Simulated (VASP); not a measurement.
Here is a VASP 6.6.1 calculation.

INCAR

```
SYSTEM = Te
ALGO = Normal ; EDIFF = 1E-6
ENCUT = 520 ; GGA = PE
ISIF = 2 ; ISMEAR = 0
LASPH = .True. ; LCHARG = .False.
LREAL = .False. ; LWAVE = .False.
NBANDS = 9 ; NELM = 100
PREC = Accurate ; SIGMA = 0.15
```

Contents of KPOINTS:

```
k-points
0
Gamma
  15 15 15
  0 0 0
```

The input POSCAR:

```
Te
1.0
    2.2738273078      1.3127948083      1.7287151079
   -2.2738273078      1.3127948083      1.7287151079
    0.0000000000     -2.6255896165      1.7287151079
Te
1
Direct
    0.5000000000      0.5000000000      0.5000000000
```

Potentials or basis: VASP PAW PBE potentials, release 64 (Te).

Launch:

```bash
$ cat potpaw_PBE.64/Te/POTCAR > POTCAR
$ mpirun -np 1 vasp_std > vasp.out
```

Q: Estimate the pressure.

A: 2.9 GPa.

Q: What does it give for the band gap on the k mesh?

A: Zero (bands 3 and 4 overlap by 5.28 eV).

Caveat: spin-orbit coupling is left out, which moves the levels of the heavy elements.
